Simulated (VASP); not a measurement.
Input of a VASP 6.6.1 run:

The input POSCAR:

```
KCl
1.0
    4.3400788661      0.0000000000      0.0000000000
   -2.1700394331      3.7586185525      0.0000000000
    0.0000000000      0.0000000000      7.6359739997
K Cl
2 2
Direct
    0.0000000000      0.0000000000      0.0000000000
    0.0000000000      0.0000000000      0.5000000000
    0.3333333333      0.6666666667      0.2500000000
    0.6666666667      0.3333333333      0.7500000000
```

The input INCAR.step1:

```
PREC = Accurate
ENCUT = 520
EDIFF = 1E-5
ISMEAR = 0
SIGMA = 0.01
LREAL = False
LASPH = True
NELM = 80
ALGO = Normal
ISIF = 2
LWAVE = True
LCHARG = False
NBANDS = 24
GGA = PE
KPAR = 2
```

The input INCAR.step2:

```
PREC = Accurate
ENCUT = 520
EDIFF = 1E-6
ISMEAR = 0
SIGMA = 0.01
LREAL = False
LASPH = True
NELM = 80
ALGO = Normal
ISIF = 2
LWAVE = False
LCHARG = False
GGA = PE
LHFCALC = True
HFSCREEN = 0.2079
PRECFOCK = Normal
NBANDS = 24
ISTART = 1
KPAR = 2
```

KPOINTS

```
regular mesh
0
Gamma
  6 6 2
```

Potentials or basis: VASP PAW PBE potentials, release 64 (K_sv, Cl).

Command:

```bash
$ cat potpaw_PBE.64/K_sv/POTCAR potpaw_PBE.64/Cl/POTCAR > POTCAR
$ cp INCAR.step1 INCAR
$ mpirun -np 2 vasp_std > vasp.out
$ cp INCAR.step2 INCAR
$ mpirun -np 2 vasp_std > vasp.out
```

Problem. What does it give for the pressure?

Solution. 0.5 GPa.

Problem. Estimate the band gap on the k mesh.

Solution. 6.43 eV.

Caveat: the PAW data sets were made with another functional, which shifts forces and pressure a little.
